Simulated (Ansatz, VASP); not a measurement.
# Two plane-wave programs on AlN

```
Al N
1.0
    -3.13020    0.00001    0.00001
     0.00002   -0.00002   -5.01775
     0.00002   -5.42154   -0.00002
Al N
4 4
Direct
  0.50001 0.99826 0.16667
  0.00000 0.99827 0.66666
  0.00001 0.49827 0.33333
  0.49999 0.49828 0.83334
  0.50000 0.61673 0.16667
  0.99998 0.61673 0.66667
  0.00002 0.11673 0.33333
  0.50000 0.11673 0.83333
```

Change from the starting cell: atom 6 moved 0.75 Å; relaxed back.

Alike in both runs: functional PBE; k mesh 8 × 4 × 4; occupations gaussian, width 0.05 eV; no spin polarisation.

Ansatz relaxed the structure, and its values are those at the end. VASP's run is a single point on that final structure, the one shown.

```csv
,VASP,Ansatz
version,VASP 6.6.1,Ansatz 0.2.0
potentials or method,"VASP PAW PBE potentials, release 64 (Al, N), cutoff 520 eV","scalar-relativistic, plane waves, PAW"
valence electrons in the cell,32,32
```

Ansatz gave:

| Quantity | Value |
| --- | --- |
| gap on the k mesh at the Fermi level (eV) | 4.03 |
| least direct gap on the mesh (eV) | 4.03 |
| pressure (GPa) | 0.0 |

Q: Which values does VASP return?

A: gap on the k mesh at the Fermi level (eV): 4.04; least direct gap on the mesh (eV): 4.04; pressure (GPa): -0.2.
